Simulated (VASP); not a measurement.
# AlNi (Pmmm) in VASP: a series of runs, part 2 of 2

VASP 6.6.1. Earlier steps stand in the parts before.

## Step 3: Single point, PBEsol (normal strain along x +0.0367, normal strain along y +0.1100)

INCAR

```
SYSTEM = AlNi
PREC = Accurate
ENCUT = 520
EDIFF = 1E-7
ISMEAR = 0
SIGMA = 0.15
LREAL = .False.
LASPH = .True.
NELM = 100
ALGO = Fast
ISIF = 2
LWAVE = .False.
LCHARG = .False.
GGA = PS
NBANDS = 14
```

KPOINTS

```
Automatic mesh
0
Gamma
  16 16 16
  0 0 0
```

POSCAR

```
AlNi
1.0
    2.0953776693     -2.0953219876      0.0000000000
    2.2435276660      2.2434759213      0.0000000000
    0.0000000000      0.0000000000      2.8688666979
Al Ni
1 1
Direct
    0.0000000000      0.0000000000      0.0000000000
    0.5000000000      0.5000000000      0.5000000000
```

Potentials or basis: VASP PAW PBE potentials, release 64 (Al, Ni).

Run with:

```bash
$ cat potpaw_PBE.64/Al/POTCAR potpaw_PBE.64/Ni/POTCAR > POTCAR
$ mpirun -np 1 vasp_std > vasp.out
```

OUTCAR:

```text
SYSTEM = AlNi
   PREC = Accurate
   ENCUT = 520
   EDIFF = 1E-7
   ISMEAR = 0
   LREAL = .False.
   LASPH = .True.
   NELM = 100
   ISIF = 2
   GGA = PS

 ion  position               nearest neighbor table
   1  0.000  0.000  0.000-   2 2.60   2 2.60   2 2.60   2 2.60   2 2.60   2 2.60   2 2.60   2 2.60

   2  0.500  0.500  0.500-   1 2.60   1 2.60   1 2.60   1 2.60   1 2.60   1 2.60   1 2.60   1 2.60

  LATTYP: Found a simple monoclinic cell.
 ALAT       =     2.9632721456
 B/A-ratio  =     0.9681414858
 C/A-ratio  =     1.0707051220
 COS(beta)  =    -0.0000248191

  Lattice vectors:

 A1 = (   2.0953776693,  -2.0953219876,   0.0000000000)
 A2 = (   0.0000000000,   0.0000000000,   2.8688666979)
 A3 = (  -2.2435276660,  -2.2434759213,   0.0000000000)

Analysis of symmetry for initial positions (statically):
=====================================================================
 Subroutine PRICEL returns:
 Original cell was already a primitive cell.

 Routine SETGRP: Setting up the symmetry group for a
 simple monoclinic supercell.

 Subroutine GETGRP returns: Found  4 space group operations
 (whereof  4 operations were pure point group operations)
 out of a pool of  4 trial point group operations.

The static configuration has the point symmetry C_2h.

Analysis of symmetry for dynamics (positions and initial velocities):
=====================================================================
 Subroutine PRICEL returns:
 Original cell was already a primitive cell.

 Routine SETGRP: Setting up the symmetry group for a
 simple monoclinic supercell.

 Subroutine GETGRP returns: Found  4 space group operations
 (whereof  4 operations were pure point group operations)
 out of a pool of  4 trial point group operations.

The dynamic configuration has the point symmetry C_2h.

 Subroutine INISYM returns: Found  4 space group operations
 (whereof  4 operations are pure point group operations),
 and found     1 'primitive' translations

----------------------------------------------------------------------------------------

                                     Primitive cell

  volume of cell :      26.9726

  direct lattice vectors                    reciprocal lattice vectors
     2.095377669 -2.095321988  0.000000000     0.238620887 -0.238626390  0.000000000
     2.243527666  2.243475921  0.000000000     0.222862918  0.222868841  0.000000000
     0.000000000  0.000000000  2.868866698     0.000000000  0.000000000  0.348569699

  length of vectors
     2.963272146  3.172790664  2.868866698     0.337464786  0.315179949  0.348569699

  position of ions in fractional coordinates (direct lattice)
     0.000000000  0.000000000  0.000000000
     0.500000000  0.500000000  0.500000000

  ion indices of the primitive-cell ions
   primitive index   ion index
                 1           1
                 2           2

----------------------------------------------------------------------------------------

 KPOINTS: Automatic mesh

Automatic generation of k-mesh.
 Grid dimensions read from file:
 generate k-points for:   16   16   16

 Generating k-lattice:

  Cartesian coordinates                     Fractional coordinates (reciprocal lattice)
     0.014913805 -0.014914149  0.000000000     0.062500000  0.000000000  0.000000000
     0.013928932  0.013929303  0.000000000     0.000000000  0.062500000  0.000000000
     0.000000000  0.000000000  0.021785606     0.000000000  0.000000000  0.062500000

[... 38 lines left out ...]
   k-points           NKPTS =   1170   k-points in BZ     NKDIM =   1170   number of bands    NBANDS=     14
   number of dos      NEDOS =    301   number of ions     NIONS =      2
   total plane-waves  NPLWV =  13824
   dimension x,y,z NGX =    24 NGY =   24 NGZ =   24
   dimension x,y,z NGXF=    48 NGYF=   48 NGZF=   48
   ions per type =               1   1
   NGX,Y,Z   is equivalent  to a cutoff of  13.46, 12.58, 13.91 a.u.
   NGXF,Y,Z  is equivalent  to a cutoff of  26.93, 25.15, 27.82 a.u.
 SYSTEM =  AlNi
   PREC   = accura    normal or accurate (medium, high low for compatibility)
   ISTART =      0    job   : 0-new  1-cont  2-samecut
   ICHARG =      2    charge: 1-file 2-atom 10-const
   ISPIN  =      1    spin polarized calculation?
   LNONCOLLINEAR =      F non collinear calculations
   LSORBIT =      F    spin-orbit coupling
   LASPH  =      T    aspherical Exc in radial PAW
   ENCUT  =  520.0 eV  38.22 Ry    6.18 a.u.   5.51  5.90  5.33*2*pi/ulx,y,z
   NELM   =    100;   NELMIN=  2; NELMDL= -5     # of ELM steps
   EDIFF  = 0.1E-06   stopping-criterion for ELM
   LREAL  =      F    real-space projection
   EDIFFG = 0.1E-05   stopping-criterion for IOM
   NSW    =      0    number of steps for IOM
   IBRION =     -1    ionic relax: 0-MD 1-quasi-New 2-CG
   NFREE  =      0    steps in history (QN), initial steepest desc. (CG)
   ISIF   =      2    stress and relaxation
   ISYM   =      2    0-nonsym 1-usesym 2-fastsym
   POTIM  = 0.5000    time-step for ionic-motion
   TEBEG  =    0.0;   TEEND  =   0.0 temperature during run
   PSTRESS=    0.0 pullay stress
   NELECT =      13.0000    total number of electrons
   NUPDOWN=      -1.0000    fix difference up-down
   EMIN   =  10.00;   EMAX   =-10.00  energy-range for DOS
   EFERMI =   0.00;   METHOD = LEGACY
   ISMEAR =     0;   SIGMA  =   0.15  broadening in eV -4-tet -1-fermi 0-gaus
   EFERMI_NEDOS =   21; number of points for ismear=-14 and -15
   IALGO  =     68    algorithm
   IMIX   =      4    mixing-type and parameters
     AMIX     =   0.40;   BMIX     =  1.00
     AMIX_MAG =   1.60;   BMIX_MAG =  1.00
  volume/ion in A,a.u.               =      13.49        91.01
  Fermi-wavevector in a.u.,A,eV,Ry     =   1.283556  2.425569 22.415818  1.647516
  Thomas-Fermi vector in A             =   2.415802
   LORBIT       =      0    0 simple, 1 ext, 2 COOP (PROOUT), +10 PAW based schemes
   GGA     = PS    functional components
   LHFCALC =     F    Hartree Fock is set to
   AEXX    =    0.0000 exact exchange contribution
   IVDW    =     0    specifies the selected vdW correction
   LEPSILON=     F    determine dielectric tensor
   LRPA    =     F    only Hartree local field effects (RPA)
 non-spin polarized calculation
 RMM-DIIS sequential band-by-band and
 Gauss-broadening in eV      SIGMA  =   0.15
  energy-cutoff  :      520.00
  volume of cell :       26.97
 maximum number of plane-waves:       746
 NGX is ok and might be reduce to    24
   NGX = 11   NGY = 11   NGZ = 11

 number of electron      12.9999991 magnetization

 Free energy of the ion-electron system (eV)
  ---------------------------------------------------
  ext. energy  EPLUGINS =         0.00000000
  ---------------------------------------------------
  free energy    TOTEN  =       -11.35071429 eV

  energy without entropy =      -11.33911516  energy(sigma->0) =      -11.34491473

 E-fermi :   8.4038     XC(G=0): -11.5952

 val. band max:        8.4022251007   @ k =   0.4375   0.4375   0.2500
 cond. band min:       8.4048184592   @ k =   0.3125   0.3750   0.5000
 fundamental gap:      0.0025933585
 Fermi energy:         8.4037986526

 k-point     1 :       0.0000    0.0000    0.0000
  band No.  band energies     occupation
      1      -1.8923      2.00000
      2       5.6417      2.00000
      3       5.7097      2.00000
      4       6.9892      2.00000
      5       7.0768      2.00000
      6       7.2214      2.00000
      7      11.6891      0.00000
      8      13.7992      0.00000
      9      14.9235      0.00000
     10      15.4611      0.00000
     11      16.4365      0.00000
     12      20.5266      0.00000
     13      27.0708      0.00000
     14      27.8356      0.00000
[... 377 lines left out ...]
      1      -1.5637      2.00000
      2       5.6633      2.00000
      3       5.7184      2.00000
      4       6.8199      2.00000
      5       7.0714      2.00000
      6       7.1400      2.00000
      7      11.4878      0.00000
      8      11.7823      0.00000
      9      15.3213      0.00000
     10      16.1686      0.00000
     11      18.0810      0.00000
     12      21.7393      0.00000
     13      23.7854      0.00000
     14      27.2283      0.00000

 [... further k-points ...]
[... 5 lines left out ...]
  --------------------------------------------------------------------------------------
  -------------------------------------------------------------------------------------
  Total       -3.1402411     -3.1396215     -2.5147529     -0.1890787      0.0000000      0.0000000
  in kB     -186.5306686   -186.4938669   -149.3765990    -11.2312943      0.0000000      0.0000000
  external PRESSURE =    -174.1337115 kB  Pullay stress =       0.0000000 kB

 VOLUME and BASIS-vectors are now :
 -----------------------------------------------------------------------------
  energy-cutoff  :      520.00
  volume of cell :       26.97
      direct lattice vectors                 reciprocal lattice vectors
     2.095377669 -2.095321988  0.000000000     0.238620887 -0.238626390  0.000000000
     2.243527666  2.243475921  0.000000000     0.222862918  0.222868841  0.000000000
     0.000000000  0.000000000  2.868866698     0.000000000  0.000000000  0.348569699

 POSITION                                       TOTAL-FORCE (eV/Angst)
 -----------------------------------------------------------------------------------
      0.00000      0.00000      0.00000        -0.000000      0.000000      0.000000
      2.16945      0.07408      1.43443         0.000000     -0.000000      0.000000
 -----------------------------------------------------------------------------------
    total drift:                                0.000000     -0.000000     -0.000000

  FREE ENERGIE OF THE ION-ELECTRON SYSTEM (eV)
  ---------------------------------------------------
  free  energy   TOTEN  =       -11.3507142871 eV

  energy  without entropy=      -11.3391151641  energy(sigma->0) =      -11.34491473
```

Wall time 5.7 min (1 thread of Intel Xeon 6975P-C, shared host); peak memory 0.53 GiB.

Results:

* Free energy: -11.3507 eV
* Pressure: -17.4 GPa

Caveat: the cell differs from its parent crystal (normal strain along x +0.0367, normal strain along y +0.1100); the PAW data sets were made with another functional, which shifts forces and pressure a little. Spin polarisation is off, so any magnetic state and its effect on volume and gap are missing.

## Step 4: Single point, PBEsol (normal strain along x +0.0733, normal strain along y +0.1100)

INCAR

```
PREC     = Accurate       # precision mode
ENCUT    = 520            # plane-wave cutoff, eV
EDIFF    = 1E-6           # SCF threshold, eV
ISMEAR   = 0              # smearing method
SIGMA    = 0.15           # smearing width, eV
LREAL    = F              # projectors in reciprocal space
LASPH    = T              # aspherical terms in the spheres
NELM     = 100            # most SCF steps
ALGO     = Fast           # electronic algorithm
ISIF     = 2              # what is computed and relaxed
LWAVE    = F              # write WAVECAR
LCHARG   = F              # write CHGCAR
GGA      = PS             # functional
NBANDS   = 14             # bands
```

KPOINTS

```
Automatic mesh
0
Gamma
  16 16 16
```

POSCAR

```
AlNi
1.0
    2.1693535762     -2.1692959287      0.0000000000
    2.2435296319      2.2434739556      0.0000000000
    0.0000000000      0.0000000000      2.8688666979
Al Ni
1 1
Direct
    0.0000000000      0.0000000000      0.0000000000
    0.5000000000      0.5000000000      0.5000000000
```

Run with:

```bash
$ cat potpaw_PBE.64/Al/POTCAR potpaw_PBE.64/Ni/POTCAR > POTCAR
$ mpirun -np 1 vasp_std > vasp.out
```

It took 4.5 min on 1 thread of Intel Xeon 6975P-C, shared host; peak memory 0.54 GiB.

Results (log left out):

| Quantity | Value |
| --- | --- |
| Free energy | -11.2349 eV |
| Pressure | -20.4 GPa |

Stress tensor (GPa, compression positive):
```
-21.96  -0.47   0.00
 -0.47 -21.96   0.00
  0.00   0.00 -17.16
```

Levels at points of the mesh, in eV from the Fermi level:
```csv
k point,band 5,band 6,band 7,band 8,band 9,band 10
"(0.00, 0.00, 0.00)",-1.22,-1.16,3.52,4.52,6.75,7.12
"(0.50, 0.00, 0.00)",-1.58,-1.16,-0.64,7.71,7.89,8.26
"(0.00, 0.50, 0.00)",-1.59,-1.11,-0.83,7.92,8.73,8.77
"(0.50, 0.50, 0.00)",-1.49,-1.48,-0.95,0.74,1.40,11.96
"(0.00, 0.00, 0.50)",-1.89,-1.28,-0.25,8.09,8.19,8.88
"(0.50, 0.00, 0.50)",-1.86,-1.79,-0.79,1.61,2.11,9.82
"(0.00, 0.50, 0.50)",-1.76,-1.68,-0.88,1.39,1.87,10.48
"(0.50, 0.50, 0.50)",-0.75,2.07,2.13,2.19,2.48,3.29
```

Caveat: the cell differs from its parent crystal (normal strain along x +0.0733, normal strain along y +0.1100); the PAW data sets were made with another functional, which shifts forces and pressure a little. Spin polarisation is off, so any magnetic state and its effect on volume and gap are missing.

## Step 5: Summary

```tsv
cell	further INCAR settings	gap on the mesh (eV)	pressure (GPa)
a = 2.858, b = 3.173, c = 2.869 Å, 2 atoms	ALGO = Fast; EDIFF = 1e-06; NBANDS = 14	none	-13.9
a = 2.963, b = 3.173, c = 2.869 Å, 2 atoms	ALGO = Fast; EDIFF = 1e-07; NBANDS = 14	none	-17.4
a = 3.068, b = 3.173, c = 2.869 Å, 2 atoms	ALGO = Fast; EDIFF = 1e-06; NBANDS = 14	none	-20.4
```

Alike in all rows: task single point; level PBEsol; potentials or basis VASP PAW PBE potentials, release 64 (Al, Ni); no spin polarisation; k mesh 16 × 16 × 16; cutoff (eV) 520; smearing gaussian 0.15 eV.

Caveats: the PAW data sets were made with another functional, which shifts forces and pressure a little.

Absolute energies hang on the potentials; compare differences alone.
